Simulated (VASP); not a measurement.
Write the native input for VASP 6.6.1 that does the following.

```
Task                   : relaxation of cell and atoms
Functional             : PBE
Potentials or basis    : VASP PAW PBE potentials, release 64 (Hf_pv, Sc_sv)
Cutoff                 : 600 eV
k mesh                 : 8 × 8 × 8
Occupations            : gaussian, width 0.1 eV
Spin                   : no spin polarisation
Dipole correction      : no
Further INCAR settings : ALGO = Normal; EDIFF = 1e-06; IBRION = 2; EDIFFG = -0.01; NSW = 100; ISIF = 3
```

The structure of HfSc4 lies in POSCAR:

```
HfSc4
1.0
    5.0015417934      0.0000000000      0.0000000000
    0.0000000000      5.0015417934      0.0000000000
    0.0000000000      0.0000000000      5.0015417934
Hf Sc
1 4
Direct
    0.5000000000      0.5000000000      0.5000000000
    0.5000000000      0.0000000000      0.0000000000
    0.0000000000      0.5000000000      0.0000000000
    0.0000000000      0.0000000000      0.5000000000
    0.0000000000      0.0000000000      0.0000000000
```

These files were run (other wordings do the same):

INCAR

```
SYSTEM = HfSc4
PREC = Accurate ; ENCUT = 600
EDIFF = 1E-6 ; ISMEAR = 0
SIGMA = 0.1 ; LREAL = .False.
LASPH = .True. ; NELM = 100
ALGO = Normal ; ISIF = 3
LWAVE = .False. ; LCHARG = .False.
GGA = PE ; IBRION = 2
NSW = 100 ; EDIFFG = -0.01
```

KPOINTS

```
Automatic mesh
0
Gamma
  8 8 8
  0 0 0
```

Potentials or basis: VASP PAW PBE potentials, release 64 (Hf_pv, Sc_sv).

Command:

```bash
$ cat potpaw_PBE.64/Hf_pv/POTCAR potpaw_PBE.64/Sc_sv/POTCAR > POTCAR
$ mpirun -np 1 vasp_std > vasp.out
```

Results of the run:

| Property | Result |
| --- | --- |
| Relaxed volume | 25.14 Å³/atom |
| Relaxed cell | a = 5.009 Å, b = 5.009 Å, c = 5.009 Å, α = 90.00°, β = 90.00°, γ = 90.00° |
| Space group after relaxing (to 0.05 Å) | Pm-3m (No. 221) |
| Energy gained by relaxing | 0.1 meV/atom |
| Ionic steps | 2 |
| Pressure after relaxing | 0.0 GPa |
| Band gap on the k mesh | zero (band 27 reaches 3.99 eV, above the bottom of band 28 at 3.20 eV) |

Caveat: spin-orbit coupling is left out, which moves the levels of the heavy elements.

Run time: 3.5 min on 1 thread of AMD EPYC 7R13 Processor (Zen 3) (shared host), peak memory 0.31 GiB.
